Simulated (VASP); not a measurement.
Wanted: the native input for a VASP 6.6.1 run.

- Task: single point
- Functional: PBE
- Potentials or basis: VASP PAW PBE potentials, release 64 (Eu, Mo_sv, N)
- Cutoff: 520 eV
- k mesh: 6 × 6 × 2
- Occupations: gaussian, width 0.1 eV
- Spin: collinear spin, ferromagnetic start
- Starting moments: [7.0, 1.0, 0.0, 0.0] μB
- Dipole correction: no
- Further INCAR settings: ALGO = Normal; EDIFF = 1e-06; NBANDS = 32

The structure of EuMoN2 lies in POSCAR:

```
EuMoN2
1.0
    2.1880127800     -2.3805848900      0.0000000000
    2.1880127800      2.3805848900      0.0000000000
    0.0000000000      0.0000000000      8.0783746400
Eu Mo N
1 1 2
Direct
    0.5000000000      0.5000000000      0.5000000000
    0.5000000000      0.5000000000      0.0000000000
    0.5000000000      0.5000000000      0.2312968800
    0.5000000000      0.5000000000      0.7687031200
```

The cell was built from a structure type or drawn by symmetry, and may not be a known phase.

One way to write it, as run:

INCAR

```
ALGO     = Normal         # electronic algorithm
EDIFF    = 1E-6           # SCF threshold, eV
ENCUT    = 520            # plane-wave cutoff, eV
GGA      = PE             # functional
ISIF     = 2              # what is computed and relaxed
ISMEAR   = 0              # smearing method
ISPIN    = 2              # spin polarisation
LASPH    = True           # aspherical terms in the spheres
LCHARG   = False          # write CHGCAR
LMAXMIX  = 6              # l up to which the mixer works
LORBIT   = 11             # projections on sites
LREAL    = False          # projectors in reciprocal space
LWAVE    = False          # write WAVECAR
MAGMOM   = 7 1 0 0        # initial moments
NBANDS   = 32             # bands
NELM     = 150            # most SCF steps
PREC     = Accurate       # precision mode
SIGMA    = 0.1            # smearing width, eV
```

KPOINTS

```
k-points
0
Gamma
  6 6 2
```

Potentials or basis: VASP PAW PBE potentials, release 64 (Eu, Mo_sv, N).

Run with:

```console
$ cat potpaw_PBE.64/Eu/POTCAR potpaw_PBE.64/Mo_sv/POTCAR potpaw_PBE.64/N/POTCAR > POTCAR
$ mpirun -np 1 vasp_std > vasp.out
```

It gave:

```yaml
Pressure: -3.0 GPa
Largest_force: 1.154 eV/Å
Net_moment: 7.21 μB per cell
Site_moments: Eu +6.61; Mo +0.24; N -0.13 μB
Valence_electrons_inside_the_program's_atomic_spheres: Eu 14.95; Mo 12.32; N 3.62
```

Caveat: the k points lie up to 0.39 Å⁻¹ apart; a cell with one magnetic atom can't hold antiferromagnetic order, which such compounds often take; forces of over 1 eV/Å act on the atoms, so gaps and moduli don't describe the material at rest.

Run time: 5.9 min on 1 thread of AMD EPYC 7R13 Processor (Zen 3), with other jobs on the host, peak memory 0.26 GiB.
